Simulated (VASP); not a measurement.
# HfO2 in VASP: settings compared

Aim: see how the results for HfO2 move with the level of theory and the settings. Levels: r2SCAN, PBE. Tasks: single point.

All numbers are computed with VASP 6.6.1; they aren't measurements. Logs are shortened: lines on timing, memory, paths and dates and some standing lists are left out, and cuts for length are marked.

## (1) The cell of the first run

It takes space group Fm-3m (No. 225, cubic). Conventional cell: a = 4.961 Å, b = 4.961 Å, c = 4.961 Å, α = 90.00°, β = 90.00°, γ = 90.00°. Within 2.8 Å of Hf (site symmetry m-3m) lie 8 O at 2.15 Å. Within 2.8 Å of O (site symmetry -43m) lie 4 Hf at 2.15 Å and 6 O at 2.48 Å.

## (2) Single point, r2SCAN (functional r2SCAN, strained)

Contents of POSCAR:

```
HfO2
1.0
    0.0000000000      2.4805448250      2.4805448250
    2.4805448250      0.0000000000      2.4805448250
    2.4805448250      2.4805448250      0.0000000000
Hf O
1 2
Direct
    0.0000000000      0.0000000000      0.0000000000
    0.2500000000      0.2500000000      0.2500000000
    0.7500000000      0.7500000000      0.7500000000
```

Contents of INCAR.step1:

```
SYSTEM = HfO2
PREC = Accurate ; ENCUT = 520
ISMEAR = 0 ; SIGMA = 0.02
LREAL = .FALSE. ; LASPH = .TRUE.
NELM = 100 ; NBANDS = 18
GGA = PE ; ALGO = Normal
EDIFF = 1E-4 ; LWAVE = .TRUE.
LCHARG = .FALSE.
```

Contents of INCAR.step2:

```
SYSTEM = HfO2
PREC = Accurate ; ENCUT = 520
EDIFF = 1E-7 ; ISMEAR = 0
SIGMA = 0.02 ; LREAL = .FALSE.
LASPH = .TRUE. ; NELM = 100
ALGO = Normal ; ISIF = 2
LWAVE = .FALSE. ; LCHARG = .FALSE.
METAGGA = R2SCAN ; LMIXTAU = .TRUE.
NBANDS = 18 ; ISTART = 1
```

Contents of KPOINTS:

```
Automatic mesh
0
G
  8 8 8
  0 0 0
```

Potentials or basis: VASP PAW PBE potentials, release 64 (Hf_pv, O).

The run is started by

```console
cat potpaw_PBE.64/Hf_pv/POTCAR potpaw_PBE.64/O/POTCAR > POTCAR
cp INCAR.step1 INCAR
mpirun -np 1 vasp_std > vasp.out
cp INCAR.step2 INCAR
mpirun -np 1 vasp_std > vasp.out
```

OUTCAR:

```text
SYSTEM = HfO2
   PREC = Accurate
   ENCUT = 520
   EDIFF = 1E-7
   ISMEAR = 0
   LREAL = .FALSE.
   LASPH = .TRUE.
   NELM = 100
   ISIF = 2
   METAGGA = R2SCAN
   ISTART = 1

 ion  position               nearest neighbor table
   1  0.000  0.000  0.000-   3 2.15   3 2.15   3 2.15   2 2.15   3 2.15   2 2.15   2 2.15   2 2.15

   2  0.250  0.250  0.250-   1 2.15   1 2.15   1 2.15   1 2.15
   3  0.750  0.750  0.750-   1 2.15   1 2.15   1 2.15   1 2.15

  LATTYP: Found a face centered cubic cell.
 ALAT       =     4.9610896500

  Lattice vectors:

 A1 = (   0.0000000000,   2.4805448250,   2.4805448250)
 A2 = (   2.4805448250,   0.0000000000,   2.4805448250)
 A3 = (   2.4805448250,   2.4805448250,   0.0000000000)

Analysis of symmetry for initial positions (statically):
=====================================================================
 Subroutine PRICEL returns:
 Original cell was already a primitive cell.

 Routine SETGRP: Setting up the symmetry group for a
 face centered cubic supercell.

 Subroutine GETGRP returns: Found 48 space group operations
 (whereof 48 operations were pure point group operations)
 out of a pool of 48 trial point group operations.

The static configuration has the point symmetry O_h .

Analysis of symmetry for dynamics (positions and initial velocities):
=====================================================================
 Subroutine PRICEL returns:
 Original cell was already a primitive cell.

 Routine SETGRP: Setting up the symmetry group for a
 face centered cubic supercell.

 Subroutine GETGRP returns: Found 48 space group operations
 (whereof 48 operations were pure point group operations)
 out of a pool of 48 trial point group operations.

The dynamic configuration has the point symmetry O_h .

 Subroutine INISYM returns: Found 48 space group operations
 (whereof 48 operations are pure point group operations),
 and found     1 'primitive' translations

----------------------------------------------------------------------------------------

                                     Primitive cell

  volume of cell :      30.5261

  direct lattice vectors                    reciprocal lattice vectors
     0.000000000  2.480544825  2.480544825    -0.201568621  0.201568621  0.201568621
     2.480544825  0.000000000  2.480544825     0.201568621 -0.201568621  0.201568621
     2.480544825  2.480544825  0.000000000     0.201568621  0.201568621 -0.201568621

  length of vectors
[... 79 lines left out ...]
   LNONCOLLINEAR =      F non collinear calculations
   LSORBIT =      F    spin-orbit coupling
   LASPH  =      T    aspherical Exc in radial PAW
   ENCUT  =  520.0 eV  38.22 Ry    6.18 a.u.   6.52  6.52  6.52*2*pi/ulx,y,z
   NELM   =    100;   NELMIN=  2; NELMDL=  0     # of ELM steps
   EDIFF  = 0.1E-06   stopping-criterion for ELM
   LREAL  =      F    real-space projection
   EDIFFG = 0.1E-05   stopping-criterion for IOM
   NSW    =      0    number of steps for IOM
   IBRION =     -1    ionic relax: 0-MD 1-quasi-New 2-CG
   NFREE  =      0    steps in history (QN), initial steepest desc. (CG)
   ISIF   =      2    stress and relaxation
   ISYM   =      2    0-nonsym 1-usesym 2-fastsym
   POTIM  = 0.5000    time-step for ionic-motion
   TEBEG  =    0.0;   TEEND  =   0.0 temperature during run
   PSTRESS=    0.0 pullay stress
   NELECT =      22.0000    total number of electrons
   NUPDOWN=      -1.0000    fix difference up-down
   EMIN   =  10.00;   EMAX   =-10.00  energy-range for DOS
   EFERMI =   0.00;   METHOD = LEGACY
   ISMEAR =     0;   SIGMA  =   0.02  broadening in eV -4-tet -1-fermi 0-gaus
   EFERMI_NEDOS =   21; number of points for ismear=-14 and -15
   IALGO  =     38    algorithm
   IMIX   =      4    mixing-type and parameters
     AMIX     =   0.40;   BMIX     =  1.00
     AMIX_MAG =   1.60;   BMIX_MAG =  1.00
  volume/ion in A,a.u.               =      10.18        68.67
  Fermi-wavevector in a.u.,A,eV,Ry     =   1.467772  2.773687 29.311781  2.154355
  Thomas-Fermi vector in A             =   2.583350
   LORBIT       =      0    0 simple, 1 ext, 2 COOP (PROOUT), +10 PAW based schemes
   METAGGA = R2SCAN    functional components
   LHFCALC =     F    Hartree Fock is set to
   AEXX    =    0.0000 exact exchange contribution
   IVDW    =     0    specifies the selected vdW correction
   LEPSILON=     F    determine dielectric tensor
   LRPA    =     F    only Hartree local field effects (RPA)
 non-spin polarized calculation
 Gauss-broadening in eV      SIGMA  =   0.02
  energy-cutoff  :      520.00
  volume of cell :       30.53
 maximum number of plane-waves:       869
 NGX is ok and might be reduce to    28
   NGX = 13   NGY = 13   NGZ = 13

 number of electron      22.0000007 magnetization

 Free energy of the ion-electron system (eV)
  ---------------------------------------------------
  ext. energy  EPLUGINS =         0.00000000
  ---------------------------------------------------
  free energy    TOTEN  =       -68.49575184 eV

  energy without entropy =      -68.49575184  energy(sigma->0) =      -68.49575184

 E-fermi :   4.5807     XC(G=0): -12.9621

 val. band max:        4.4782870273   @ k =   0.5000   0.5000   0.0000
 cond. band min:       8.9654140542   @ k =   0.5000   0.5000   0.0000
 fundamental gap:      4.4871270269
 Fermi energy:         4.5807486935

 k-point     1 :       0.0000    0.0000    0.0000
  band No.  band energies     occupation
      1     -25.8636      2.00000
      2     -25.8636      2.00000
      3     -25.8636      2.00000
      4     -15.6696      2.00000
      5     -12.3356      2.00000
      6      -1.3859      2.00000
[... 481 lines left out ...]
      5     -13.2283      2.00000
      6      -0.7641      2.00000
[... 10 lines left out ...]
     17      16.5026      0.00000
     18      17.5795      0.00000

 [... further k-points ...]
[... 5 lines left out ...]
  --------------------------------------------------------------------------------------
  -------------------------------------------------------------------------------------
  Total        2.5326017      2.5326017      2.5326017      0.0000000      0.0000000      0.0000000
  in kB      132.9248701    132.9248701    132.9248701      0.0000000      0.0000000      0.0000000
  external PRESSURE =     132.9248701 kB  Pullay stress =       0.0000000 kB

 VOLUME and BASIS-vectors are now :
 -----------------------------------------------------------------------------
  energy-cutoff  :      520.00
  volume of cell :       30.53
      direct lattice vectors                 reciprocal lattice vectors
     0.000000000  2.480544825  2.480544825    -0.201568621  0.201568621  0.201568621
     2.480544825  0.000000000  2.480544825     0.201568621 -0.201568621  0.201568621
     2.480544825  2.480544825  0.000000000     0.201568621  0.201568621 -0.201568621

 POSITION                                       TOTAL-FORCE (eV/Angst)
 -----------------------------------------------------------------------------------
      0.00000      0.00000      0.00000        -0.000000      0.000000     -0.000000
      1.24027      1.24027      1.24027        -0.000000      0.000000     -0.000000
      3.72082      3.72082      3.72082         0.000000     -0.000000      0.000000
 -----------------------------------------------------------------------------------
    total drift:                                0.000000      0.000000      0.000000

  FREE ENERGIE OF THE ION-ELECTRON SYSTEM (eV)
  ---------------------------------------------------
  free  energy   TOTEN  =       -68.4957518434 eV

  energy  without entropy=      -68.4957518434  energy(sigma->0) =      -68.49575184
```

OUTCAR.step1:

```text
SYSTEM = HfO2
   PREC = Accurate
   ENCUT = 520
   ISMEAR = 0
   LREAL = .FALSE.
   LASPH = .TRUE.
   NELM = 100
[... 729 lines left out ...]
      0.00000      0.00000      0.00000        -0.000000      0.000000     -0.000000
      1.24027      1.24027      1.24027         0.000000     -0.000000     -0.000000
      3.72082      3.72082      3.72082        -0.000000      0.000000      0.000000
 -----------------------------------------------------------------------------------
    total drift:                                0.000000      0.000000      0.000000

  FREE ENERGIE OF THE ION-ELECTRON SYSTEM (eV)
  ---------------------------------------------------
  free  energy   TOTEN  =       -30.1253031163 eV

  energy  without entropy=      -30.1253031163  energy(sigma->0) =      -30.12530312
```

OSZICAR.step1:

```text
N       E                     dE             d eps       ncg     rms          rms(c)
DAV:   1     0.915082422719E+02    0.91508E+02   -0.12832E+04  1044   0.122E+03
DAV:   2    -0.318565451618E+02   -0.12336E+03   -0.12075E+03  1314   0.290E+02
DAV:   3    -0.357818868197E+02   -0.39253E+01   -0.39131E+01  1244   0.463E+01
DAV:   4    -0.358016526726E+02   -0.19766E-01   -0.19761E-01  1258   0.365E+00
DAV:   5    -0.358017775175E+02   -0.12484E-03   -0.12483E-03  1228   0.271E-01    0.552E+01
DAV:   6    -0.302174743010E+02    0.55843E+01   -0.19093E+01  1074   0.329E+01    0.460E+01
DAV:   7    -0.301507842310E+02    0.66690E-01   -0.63415E-01  1212   0.662E+00    0.304E+01
DAV:   8    -0.301397531360E+02    0.11031E-01   -0.18837E-01  1160   0.410E+00    0.863E+00
DAV:   9    -0.301252581652E+02    0.14495E-01   -0.52009E-02  1138   0.183E+00    0.248E+00
DAV:  10    -0.301252532297E+02    0.49355E-05   -0.29752E-03  1160   0.427E-01    0.201E-01
DAV:  11    -0.301253031163E+02   -0.49887E-04   -0.14783E-04  1132   0.109E-01
   1 F= -.30125303E+02 E0= -.30125303E+02  d E =-.921978E-43
```

It took 1.7 min on 1 thread of AMD EPYC 7R43 (Zen 3), shared host; peak memory 0.13 GiB.

Results:

```
Free energy            : -68.4958 eV
Pressure               : 13.3 GPa
Band gap on the k mesh : 4.49 eV, direct
```

Levels at points of the mesh, in eV from the valence-band top:
```csv
k point,band 8,band 9,band 10,band 11,band 12,band 13,band 14,band 15
"(0.00, 0.00, 0.00)",-5.86,-0.67,-0.67,-0.67,4.57,4.57,7.01,11.87
"(0.50, 0.00, 0.00)",-3.17,-2.96,-1.97,-1.97,5.36,5.36,8.14,9.86
"(0.50, 0.50, 0.00)",-3.73,-1.67,-1.67,0.00,4.49,6.38,7.81,9.28
```

Caveat: the cell differs from its parent crystal (functional r2SCAN, strained); the PAW data sets were made with another functional, which shifts forces and pressure a little; spin-orbit coupling is left out, which moves the levels of the heavy elements.

## (3) Single point, r2SCAN (functional r2SCAN, strained)

Contents of POSCAR:

```
HfO2
1.0
    0.0000000000      2.5525128750      2.5525128750
    2.5525128750      0.0000000000      2.5525128750
    2.5525128750      2.5525128750      0.0000000000
Hf O
1 2
Direct
    0.0000000000      0.0000000000      0.0000000000
    0.2500000000      0.2500000000      0.2500000000
    0.7500000000      0.7500000000      0.7500000000
```

Contents of INCAR.step1:

```
  PREC = Accurate
  ENCUT = 520
  ISMEAR = 0
  SIGMA = 0.02
  LREAL = F
  LASPH = T
  NELM = 60
  NBANDS = 18
  GGA = PE
  ALGO = Normal
  EDIFF = 1E-4
  LWAVE = T
  LCHARG = F
```

Contents of INCAR.step2:

```
  PREC = Accurate
  ENCUT = 520
  EDIFF = 1E-7
  ISMEAR = 0
  SIGMA = 0.02
  LREAL = F
  LASPH = T
  NELM = 60
  ALGO = Normal
  ISIF = 2
  LWAVE = F
  LCHARG = F
  METAGGA = R2SCAN
  LMIXTAU = T
  NBANDS = 18
  ISTART = 1
```

Contents of KPOINTS:

```
regular mesh
0
Gamma
  8 8 8
```

Potentials or basis: VASP PAW PBE potentials, release 64 (Hf_pv, O).

The run is started by

```console
cat potpaw_PBE.64/Hf_pv/POTCAR potpaw_PBE.64/O/POTCAR > POTCAR
cp INCAR.step1 INCAR
mpirun -np 1 vasp_std > vasp.out
cp INCAR.step2 INCAR
mpirun -np 1 vasp_std > vasp.out
```

Run time: 2.1 min. Hardware: 1 thread of AMD EPYC 7R43 (Zen 3), shared host; peak memory 0.14 GiB.

Results (log left out):

```
Free energy            : -68.5072 eV
Pressure               : -10.7 GPa
Band gap on the k mesh : 4.23 eV, direct
```

Levels at points of the mesh, in eV from the valence-band top:
```csv
k point,band 8,band 9,band 10,band 11,band 12,band 13,band 14,band 15
"(0.00, 0.00, 0.00)",-5.31,-0.63,-0.63,-0.63,4.35,4.35,6.29,10.73
"(0.50, 0.00, 0.00)",-3.03,-2.76,-1.87,-1.87,5.01,5.01,7.29,9.54
"(0.50, 0.50, 0.00)",-3.53,-1.52,-1.52,0.00,4.23,5.89,6.97,8.48
```

Caveat: the cell differs from its parent crystal (functional r2SCAN, strained); the PAW data sets were made with another functional, which shifts forces and pressure a little; spin-orbit coupling is left out, which moves the levels of the heavy elements. A k mesh can miss the band edges.

## (4) Single point, PBE (strained and its atoms moved)

Contents of INCAR:

```
PREC = Accurate
ENCUT = 520
EDIFF = 1E-6
ISMEAR = 0
SIGMA = 0.02
LREAL = F
LASPH = T
NELM = 100
ALGO = Normal
ISIF = 2
LWAVE = F
LCHARG = F
GGA = PE
NBANDS = 18
```

Contents of KPOINTS:

```
Automatic mesh
0
Gamma
  8 8 8
```

Contents of POSCAR:

```
HfO2
1.0
   -0.0085164750      2.5998266250      2.6765516250
    2.5859138250      0.0053963250      2.6626388250
    2.5913101500      2.5913101500      0.0000000000
Hf O
1 2
Direct
    0.0000000000      0.0000000000     -0.0113043315
    0.2528520915      0.2506552933      0.2538984733
    0.7471479085      0.7493447067      0.7574058581
```

The run is started by

```console
cat potpaw_PBE.64/Hf_pv/POTCAR potpaw_PBE.64/O/POTCAR > POTCAR
mpirun -np 1 vasp_std > vasp.out
```

Run time: 99 s. Hardware: 1 thread of AMD EPYC 7R43 (Zen 3), shared host; peak memory 0.19 GiB.

The run converged. Its results:

```yaml
Free_energy: -30.0051 eV
Pressure: -19.3 GPa
Largest_force: 0.108 eV/Å
Band_gap_on_the_k_mesh: 3.37 eV, indirect (least direct gap 3.41 eV)
```

Forces in eV/Å, atoms in the order of the input:
```
Hf   0.052  0.052  0.000
O    0.005 -0.057 -0.091
O   -0.057  0.005  0.091
```

Stress tensor (GPa, compression positive):
```
-15.25   0.09   0.19
  0.09 -15.25  -0.19
  0.19  -0.19 -27.37
```

Levels at points of the mesh, in eV from the valence-band top:
```tsv
k point	band 7	band 8	band 9	band 10	band 11	band 12	band 13	band 14	band 15	band 16
(0.00, 0.00, 0.00)	-4.85	-4.84	-0.90	-0.57	-0.56	3.37	3.71	5.01	9.06	9.08
(0.50, 0.00, 0.00)	-3.85	-3.01	-2.58	-1.87	-1.81	4.09	4.21	5.93	8.22	8.25
(0.00, 0.50, 0.00)	-3.87	-3.02	-2.59	-1.89	-1.77	4.14	4.19	6.02	8.21	8.23
(0.50, 0.50, 0.00)	-3.31	-3.30	-1.41	-1.39	-0.26	3.45	4.88	5.42	7.08	7.14
(0.00, 0.00, 0.50)	-3.87	-2.97	-2.62	-1.82	-1.77	4.07	4.23	5.96	8.28	8.34
(0.50, 0.00, 0.50)	-3.42	-3.28	-1.76	-1.27	0.00	3.41	4.92	5.83	7.14	7.40
```

Caveat: the cell differs from its parent crystal (strained and its atoms moved); spin-orbit coupling is left out, which moves the levels of the heavy elements. A k mesh can miss the band edges.

## (5) Single point, PBE

This run uses another cell than the first one, of 11.04 Å³/atom, 1.085 times its volume.

Contents of INCAR:

```
PREC = Accurate
ENCUT = 520
EDIFF = 1E-7
ISMEAR = 0
SIGMA = 0.01
LREAL = F
LASPH = T
NELM = 80
ALGO = Normal
ISIF = 2
LWAVE = F
LCHARG = T
GGA = PE
LELF = T
LVHAR = T
NBANDS = 18
```

Contents of KPOINTS:

```
regular mesh
0
Gamma
  8 8 8
```

Contents of POSCAR:

```
HfO2
1.0
    0.0000000000      2.5488057606      2.5488057606
    2.5488057606      0.0000000000      2.5488057606
    2.5488057606      2.5488057606      0.0000000000
Hf O
1 2
Direct
    0.0000000000      0.0000000000      0.0000000000
    0.2500000000      0.2500000000      0.2500000000
    0.7500000000      0.7500000000      0.7500000000
```

The run is started by

```console
cat potpaw_PBE.64/Hf_pv/POTCAR potpaw_PBE.64/O/POTCAR > POTCAR
mpirun -np 1 vasp_std > vasp.out
```

It took 15 s on 1 thread of Intel Xeon Platinum 8488C (Sapphire Rapids), shared host; peak memory 0.16 GiB.

It converged, with:

```yaml
Free_energy: -30.2434 eV
Pressure: -3.6 GPa
Band_gap_on_the_k_mesh: 3.76 eV, direct
```

Levels at points of the mesh, in eV from the valence-band top:
```tsv
k point	band 8	band 9	band 10	band 11	band 12	band 13	band 14	band 15
(0.00, 0.00, 0.00)	-5.24	-0.60	-0.60	-0.60	3.84	3.84	5.71	10.22
(0.50, 0.00, 0.00)	-3.02	-2.69	-1.81	-1.81	4.55	4.55	6.83	9.01
(0.50, 0.50, 0.00)	-3.42	-1.50	-1.50	0.00	3.76	5.42	6.49	8.02
```

Caveat: spin-orbit coupling is left out, which moves the levels of the heavy elements. A hybrid or GW would open this gap; PBE tends to underestimate it.

## (6) Overview

| level | cell | smearing | gap on the mesh (eV) | pressure (GPa) |
| --- | --- | --- | --- | --- |
| r2SCAN | a = 3.508 Å, angles 60.0°, 3 atoms | gaussian 0.02 eV | 4.49 | 13.3 |
| r2SCAN | a = 3.610 Å, angles 60.0°, 3 atoms | gaussian 0.02 eV | 4.23 | -10.7 |
| PBE | a = 3.731, b = 3.712, c = 3.665 Å, angles 60.4, 60.6, 59.1°, 3 atoms | gaussian 0.02 eV | 3.37 | -19.3 |
| PBE | a = 3.605 Å, angles 60.0°, 3 atoms | gaussian 0.01 eV | 3.76 | -3.6 |

Alike in all rows: task single point; potentials or basis VASP PAW PBE potentials, release 64 (Hf_pv, O); no spin polarisation; k mesh 8 × 8 × 8; cutoff (eV) 520.

Caveats: spin-orbit coupling is left out, which moves the levels of the heavy elements; the PAW data sets were made with another functional, which shifts forces and pressure a little (some runs).

Total energies depend on the potentials used, so only differences within one code and one set of settings carry meaning.
